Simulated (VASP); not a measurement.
# Pt (P6/mmm) in VASP: notebook

Pt is run at these levels: r2SCAN; tasks: single point, relaxation of cell and atoms.

Everything below comes from runs of VASP 6.6.1. Logs are shortened: lines on timing, memory, paths and dates and some standing lists are left out, and cuts for length are marked.

### 1 The cell of the first run

Symmetry: P6/mmm, No. 191, hexagonal system. The conventional cell has a = 2.672 Å, b = 2.672 Å, c = 2.667 Å, α = 90.00°, β = 90.00°, γ = 120.00°. Within 3.5 Å of Pt (site symmetry 6/mmm) lie 8 Pt at 2.67 Å.

### 2 Single point, r2SCAN

POSCAR

```
Pt
1.0
    2.6724852992      0.0000000000      0.0000000000
   -1.3362426496      2.3144401603      0.0000000000
    0.0000000000      0.0000000000      2.6672012010
Pt
1
Direct
    0.0000000000      0.0000000000      0.0000000000
```

INCAR.step1

```
  PREC = Accurate
  ENCUT = 520
  ISMEAR = 0
  SIGMA = 0.1
  LREAL = False
  LASPH = True
  NELM = 80
  NBANDS = 11
  GGA = PE
  ALGO = Normal
  EDIFF = 1E-4
  LWAVE = True
  LCHARG = False
```

INCAR.step2

```
  PREC = Accurate
  ENCUT = 520
  EDIFF = 1E-6
  ISMEAR = 0
  SIGMA = 0.1
  LREAL = False
  LASPH = True
  NELM = 80
  ALGO = Normal
  ISIF = 2
  LWAVE = False
  LCHARG = False
  METAGGA = R2SCAN
  LMIXTAU = True
  NBANDS = 11
  ISTART = 1
```

KPOINTS

```
Automatic mesh
0
Gamma
  9 9 6
```

Potentials or basis: VASP PAW PBE potentials, release 64 (Pt).

On the command line:

```
$ cat potpaw_PBE.64/Pt/POTCAR > POTCAR
$ cp INCAR.step1 INCAR
$ mpirun -np 1 vasp_std > vasp.out
$ cp INCAR.step2 INCAR
$ mpirun -np 1 vasp_std > vasp.out
```

OUTCAR:

```text
PREC = Accurate
   ENCUT = 520
   EDIFF = 1E-6
   ISMEAR = 0
   LREAL = False
   LASPH = True
   NELM = 80
   ISIF = 2
   METAGGA = R2SCAN
   ISTART = 1

 ion  position               nearest neighbor table
   1  0.000  0.000  0.000-

  LATTYP: Found a hexagonal cell.
 ALAT       =     2.6724852992
 C/A-ratio  =     0.9980227774

  Lattice vectors:

 A1 = (   2.6724852992,   0.0000000000,   0.0000000000)
 A2 = (  -1.3362426496,   2.3144401603,   0.0000000000)
 A3 = (   0.0000000000,   0.0000000000,   2.6672012010)

Analysis of symmetry for initial positions (statically):
=====================================================================
 Subroutine PRICEL returns:
 Original cell was already a primitive cell.

 Routine SETGRP: Setting up the symmetry group for a
 hexagonal supercell.

 Subroutine GETGRP returns: Found 24 space group operations
 (whereof 24 operations were pure point group operations)
 out of a pool of 24 trial point group operations.

The static configuration has the point symmetry D_6h.

Analysis of symmetry for dynamics (positions and initial velocities):
=====================================================================
 Subroutine PRICEL returns:
 Original cell was already a primitive cell.

 Routine SETGRP: Setting up the symmetry group for a
 hexagonal supercell.

 Subroutine GETGRP returns: Found 24 space group operations
 (whereof 24 operations were pure point group operations)
 out of a pool of 24 trial point group operations.

The dynamic configuration has the point symmetry D_6h.

 Subroutine INISYM returns: Found 24 space group operations
 (whereof 24 operations are pure point group operations),
 and found     1 'primitive' translations

----------------------------------------------------------------------------------------

                                     Primitive cell

  volume of cell :      16.4975

  direct lattice vectors                    reciprocal lattice vectors
     2.672485299  0.000000000  0.000000000     0.374183536  0.216034965  0.000000000
    -1.336242650  2.314440160  0.000000000     0.000000000  0.432069931  0.000000000
     0.000000000  0.000000000  2.667201201     0.000000000  0.000000000  0.374924846

  length of vectors
     2.672485299  2.672485299  2.667201201     0.432069931  0.432069931  0.374924846

  position of ions in fractional coordinates (direct lattice)
     0.000000000  0.000000000  0.000000000

  ion indices of the primitive-cell ions
   primitive index   ion index
                 1           1

[... 78 lines left out ...]
   ISYM   =      2    0-nonsym 1-usesym 2-fastsym
   POTIM  = 0.5000    time-step for ionic-motion
   TEBEG  =    0.0;   TEEND  =   0.0 temperature during run
   PSTRESS=    0.0 pullay stress
   NELECT =      10.0000    total number of electrons
   NUPDOWN=      -1.0000    fix difference up-down
   EMIN   =  10.00;   EMAX   =-10.00  energy-range for DOS
   EFERMI =   0.00;   METHOD = LEGACY
   ISMEAR =     0;   SIGMA  =   0.10  broadening in eV -4-tet -1-fermi 0-gaus
   EFERMI_NEDOS =   21; number of points for ismear=-14 and -15
   IALGO  =     38    algorithm
   IMIX   =      4    mixing-type and parameters
     AMIX     =   0.40;   BMIX     =  1.00
     AMIX_MAG =   1.60;   BMIX_MAG =  1.00
  volume/ion in A,a.u.               =      16.50       111.33
  Fermi-wavevector in a.u.,A,eV,Ry     =   1.385487  2.618191 26.117396  1.919574
  Thomas-Fermi vector in A             =   2.509893
   LORBIT       =      0    0 simple, 1 ext, 2 COOP (PROOUT), +10 PAW based schemes
   METAGGA = R2SCAN    functional components
   LHFCALC =     F    Hartree Fock is set to
   AEXX    =    0.0000 exact exchange contribution
   IVDW    =     0    specifies the selected vdW correction
   LEPSILON=     F    determine dielectric tensor
   LRPA    =     F    only Hartree local field effects (RPA)
 non-spin polarized calculation
 Gauss-broadening in eV      SIGMA  =   0.10
  energy-cutoff  :      520.00
  volume of cell :       16.50
 maximum number of plane-waves:       456
 NGX is ok and might be reduce to    20
   NGX =  9   NGY =  9   NGZ =  9

 number of electron       9.9999999 magnetization

 Free energy of the ion-electron system (eV)
  ---------------------------------------------------
  ext. energy  EPLUGINS =         0.00000000
  ---------------------------------------------------
  free energy    TOTEN  =       -51.35483289 eV

  energy without entropy =      -51.34546110  energy(sigma->0) =      -51.35014699

 E-fermi :   9.0699     XC(G=0): -13.8525

 val. band max:        9.0623796993   @ k =   0.2222   0.1111   0.5000
 cond. band min:       9.0723184781   @ k =   0.4444   0.0000   0.0000
 fundamental gap:      0.0099387788
 Fermi energy:         9.0698970409

 k-point     1 :       0.0000    0.0000    0.0000
  band No.  band energies     occupation
      1      -0.1085      2.00000
      2       3.3020      2.00000
      3       5.7640      2.00000
      4       5.7640      2.00000
      5       9.5991      0.00000
      6       9.5991      0.00000
      7      23.7349      0.00000
      8      25.7741      0.00000
      9      31.9447      0.00000
     10      31.9447      0.00000
     11      32.5910      0.00000
[... 309 lines left out ...]
 k-point    24 :       0.3333    0.3333    0.1667
  band No.  band energies     occupation
      1       5.1856      2.00000
      2       5.1856      2.00000
      3       5.7559      2.00000
      4       6.9726      2.00000
      5       6.9726      2.00000
      6      14.8764      0.00000
      7      17.8101      0.00000
      8      17.8101      0.00000
      9      30.0267      0.00000
     10      30.0267      0.00000
     11      33.5826      0.00000

 [... further k-points ...]

------------------------ aborting loop because EDIFF is reached ----------------------------------------

  FORCE on cell =-STRESS in cart. coord.  units (eV):
  Direction    XX          YY          ZZ          XY          YZ          ZX
  --------------------------------------------------------------------------------------
  -------------------------------------------------------------------------------------
  Total        0.0791645      0.0791645      0.0276732      0.0000000      0.0000000      0.0000000
  in kB        7.6881884      7.6881884      2.6875316      0.0000000      0.0000000      0.0000000
  external PRESSURE =       6.0213028 kB  Pullay stress =       0.0000000 kB

 VOLUME and BASIS-vectors are now :
 -----------------------------------------------------------------------------
  energy-cutoff  :      520.00
  volume of cell :       16.50
      direct lattice vectors                 reciprocal lattice vectors
     2.672485299  0.000000000  0.000000000     0.374183536  0.216034965  0.000000000
    -1.336242650  2.314440160  0.000000000     0.000000000  0.432069931  0.000000000
     0.000000000  0.000000000  2.667201201     0.000000000  0.000000000  0.374924846

 POSITION                                       TOTAL-FORCE (eV/Angst)
 -----------------------------------------------------------------------------------
      0.00000      0.00000      0.00000        -0.000000      0.000000      0.000000
 -----------------------------------------------------------------------------------
    total drift:                                0.000000      0.000000      0.000000

  FREE ENERGIE OF THE ION-ELECTRON SYSTEM (eV)
  ---------------------------------------------------
  free  energy   TOTEN  =       -51.3548328901 eV

  energy  without entropy=      -51.3454610952  energy(sigma->0) =      -51.35014699
```

OUTCAR.step1:

```text
PREC = Accurate
   ENCUT = 520
   ISMEAR = 0
   LREAL = False
   LASPH = True
   NELM = 80
[... 554 lines left out ...]

 POSITION                                       TOTAL-FORCE (eV/Angst)
 -----------------------------------------------------------------------------------
      0.00000      0.00000      0.00000         0.000000      0.000000      0.000000
 -----------------------------------------------------------------------------------
    total drift:                               -0.000000      0.000000      0.000000

  FREE ENERGIE OF THE ION-ELECTRON SYSTEM (eV)
  ---------------------------------------------------
  free  energy   TOTEN  =        -5.9254187145 eV

  energy  without entropy=       -5.9177125173  energy(sigma->0) =       -5.92156562
```

Wall time 36 s (1 thread of Intel Xeon Platinum 8375C at 2.90GHz (Ice Lake), shared host); peak memory 0.12 GiB.

What came out:

- Free energy: -51.3548 eV
- Pressure: 0.6 GPa
- Band gap on the k mesh: zero (band 5 reaches 10.95 eV, above the bottom of band 6 at 8.24 eV)

Stress tensor (GPa, compression positive):
```
0.77 0.00 0.00
0.00 0.77 0.00
0.00 0.00 0.27
```

Caveat: the k points lie up to 0.39 Å⁻¹ apart; the PAW data sets were made with another functional, which shifts forces and pressure a little; spin-orbit coupling is left out, which moves the levels of the heavy elements.

### 3 Single point, r2SCAN

This run uses another cell than the first one, of 16.07 Å³/atom, 0.974 times its volume.

POSCAR

```
Pt
1.0
    2.7082391295      0.0000000000      0.0000000000
   -1.3541195647      2.3454038856      0.0000000000
    0.0000000000      0.0000000000      2.5305109366
Pt
1
Direct
    0.0000000000      0.0000000000      0.0000000000
```

INCAR.step1

```
ALGO     = Normal         # electronic algorithm
EDIFF    = 1E-4           # SCF threshold, eV
ENCUT    = 520            # plane-wave cutoff, eV
GGA      = PE             # functional
ISMEAR   = 0              # smearing method
LASPH    = T              # aspherical terms in the spheres
LCHARG   = F              # write CHGCAR
LREAL    = F              # projectors in reciprocal space
LWAVE    = T              # write WAVECAR
NBANDS   = 11             # bands
NELM     = 80             # most SCF steps
PREC     = Accurate       # precision mode
SIGMA    = 0.1            # smearing width, eV
```

INCAR.step2

```
ALGO     = Normal         # electronic algorithm
EDIFF    = 1E-6           # SCF threshold, eV
ENCUT    = 520            # plane-wave cutoff, eV
ISIF     = 2              # what is computed and relaxed
ISMEAR   = 0              # smearing method
ISTART   = 1            
LASPH    = T              # aspherical terms in the spheres
LCHARG   = T              # write CHGCAR
LELF     = T              # ELF
LMIXTAU  = T            
LREAL    = F              # projectors in reciprocal space
LVHAR    = T            
LWAVE    = F              # write WAVECAR
METAGGA  = R2SCAN         # meta-GGA
NBANDS   = 11             # bands
NELM     = 80             # most SCF steps
PREC     = Accurate       # precision mode
SIGMA    = 0.1            # smearing width, eV
```

KPOINTS

```
k-points
0
Gamma
  9 9 8
```

Potentials or basis: VASP PAW PBE potentials, release 64 (Pt).

On the command line:

```
$ cat potpaw_PBE.64/Pt/POTCAR > POTCAR
$ cp INCAR.step1 INCAR
$ mpirun -np 1 vasp_std > vasp.out
$ cp INCAR.step2 INCAR
$ mpirun -np 1 vasp_std > vasp.out
```

Run time: 40 s. Hardware: 1 thread of Intel Xeon Platinum 8375C at 2.90GHz (Ice Lake), shared host; peak memory 0.13 GiB.

It converged, with:

| Item | Value |
| --- | --- |
| Free energy | -51.3127 eV |
| Pressure | 7.3 GPa |
| Band gap on the k mesh | zero (band 5 reaches 11.76 eV, above the bottom of band 6 at 7.92 eV) |

Stress tensor (GPa, compression positive):
```
-3.48  0.00  0.00
 0.00 -3.48  0.00
 0.00  0.00 28.72
```

Levels at points of the mesh, in eV from the Fermi level:
| k point | band 3 | band 4 | band 5 | band 6 | band 7 | band 8 |
| --- | --- | --- | --- | --- | --- | --- |
| (0.00, 0.00, 0.00) | -3.53 | -3.53 | 0.35 | 0.35 | 16.02 | 16.45 |
| (0.00, 0.00, 0.50) | -2.96 | -2.22 | -2.22 | -0.69 | 5.49 | 19.22 |

Caveat: the PAW data sets were made with another functional, which shifts forces and pressure a little; spin-orbit coupling is left out, which moves the levels of the heavy elements.

### 4 Relaxation of cell and atoms, r2SCAN

This run uses another cell than the first one, of 16.07 Å³/atom, 0.974 times its volume.

POSCAR is that of step 3.

INCAR.step1

```
SYSTEM = Pt
PREC = Accurate ; ENCUT = 600
ISMEAR = 0 ; SIGMA = 0.1
LREAL = .FALSE. ; LASPH = .TRUE.
NELM = 80 ; GGA = PE
ALGO = Normal ; EDIFF = 1E-4
LWAVE = .TRUE. ; LCHARG = .FALSE.
```

INCAR.step2

```
SYSTEM = Pt
PREC = Accurate ; ENCUT = 600
EDIFF = 1E-6 ; ISMEAR = 0
SIGMA = 0.1 ; LREAL = .FALSE.
LASPH = .TRUE. ; NELM = 80
ALGO = Normal ; ISIF = 3
LWAVE = .FALSE. ; LCHARG = .FALSE.
METAGGA = R2SCAN ; LMIXTAU = .TRUE.
IBRION = 2 ; NSW = 90
EDIFFG = -0.04 ; ISTART = 1
```

KPOINTS

```
regular mesh
0
G
  9 9 6
  0 0 0
```

On the command line:

```
$ cat potpaw_PBE.64/Pt/POTCAR > POTCAR
$ cp INCAR.step1 INCAR
$ mpirun -np 1 vasp_std > vasp.out
$ cp INCAR.step2 INCAR
$ mpirun -np 1 vasp_std > vasp.out
```

Wall time 2.4 min (1 thread of Intel Xeon Platinum 8375C at 2.90GHz (Ice Lake), shared host); peak memory 0.16 GiB.

The run converged. Its results:

```
Free energy                            : -51.3541 eV
Relaxed volume                         : 16.55 Å³/atom
Relaxed cell                           : a = 2.675 Å, b = 2.675 Å, c = 2.670 Å, α = 90.00°, β = 90.00°, γ = 120.00°
Space group after relaxing (to 0.05 Å) : P6/mmm (No. 191)
Energy gained by relaxing              : 73.9 meV/atom
Ionic steps                            : 7
Pressure after relaxing                : -0.1 GPa
Band gap on the k mesh                 : zero (band 5 reaches 10.89 eV, above the bottom of band 6 at 8.19 eV)
```

Stress tensor (GPa, compression positive):
```
 0.00  0.00  0.00
 0.00  0.00  0.00
 0.00  0.00 -0.18
```

Step by step:
| step | energy change (eV) | largest force (eV/Å) | pressure (GPa) | volume (Å³) |
| --- | --- | --- | --- | --- |
| 1 | 0.0000 | 0.0000 | 6.95 | 16.07 |
| 2 | 0.0245 | 0.0000 | -6.66 | 17.62 |
| 3 | -0.0721 | 0.0000 | -2.73 | 16.74 |
| 4 | -0.0723 | 0.0000 | -2.47 | 16.72 |
| 5 | -0.0723 | 0.0000 | -2.48 | 16.70 |
| 6 | -0.0658 | 0.0000 | 5.76 | 16.20 |
| 7 | -0.0739 | 0.0000 | -0.06 | 16.55 |

Final structure:
```yaml
crystal:
  lattice:
    - [2.67541, 0.00000, 0.00000]
    - [-1.33771, 2.31698, 0.00000]
    - [0.00000, 0.00000, 2.66960]
  atoms:
    - { symbol: Pt, position: [0.00000, 0.00000, 0.00000] }
```

Levels at points of the mesh, in eV from the Fermi level:
| k point | band 2 | band 3 | band 4 | band 5 | band 6 | band 7 | band 8 | band 9 |
| --- | --- | --- | --- | --- | --- | --- | --- | --- |
| (0.00, 0.00, 0.00) | -5.74 | -3.29 | -3.29 | 0.53 | 0.53 | 14.66 | 16.70 | 22.84 |
| (0.00, 0.00, 0.50) | -2.92 | -2.92 | -1.22 | -1.22 | -0.59 | 4.34 | 19.15 | 22.84 |

Caveat: the k points lie up to 0.39 Å⁻¹ apart in the final cell; the PAW data sets were made with another functional, which shifts forces and pressure a little; spin-orbit coupling is left out, which moves the levels of the heavy elements.

### 5 The runs side by side

| task | cell | k mesh | cutoff (eV) | gap on the mesh (eV) | pressure (GPa) |
| --- | --- | --- | --- | --- | --- |
| single point | a = 2.672, b = 2.672, c = 2.667 Å, angles 90.0, 90.0, 120.0°, 1 atom | 9 × 9 × 6 | 520 | none | 0.6 |
| single point | a = 2.708, b = 2.708, c = 2.531 Å, angles 90.0, 90.0, 120.0°, 1 atom | 9 × 9 × 8 | 520 | none | 7.3 |
| relaxation of cell and atoms | relaxed from a = 2.708, b = 2.708, c = 2.531 Å, angles 90.0, 90.0, 120.0°, 1 atom | 9 × 9 × 6 | 600 | none | -0.1 |

Alike in all rows: level r2SCAN; potentials or basis VASP PAW PBE potentials, release 64 (Pt); no spin polarisation; smearing gaussian 0.1 eV.

Caveats: some runs use coarse meshes; the PAW data sets were made with another functional, which shifts forces and pressure a little; spin-orbit coupling is left out, which moves the levels of the heavy elements.

Total energies depend on the potentials used, so only differences within one code and one set of settings carry meaning.
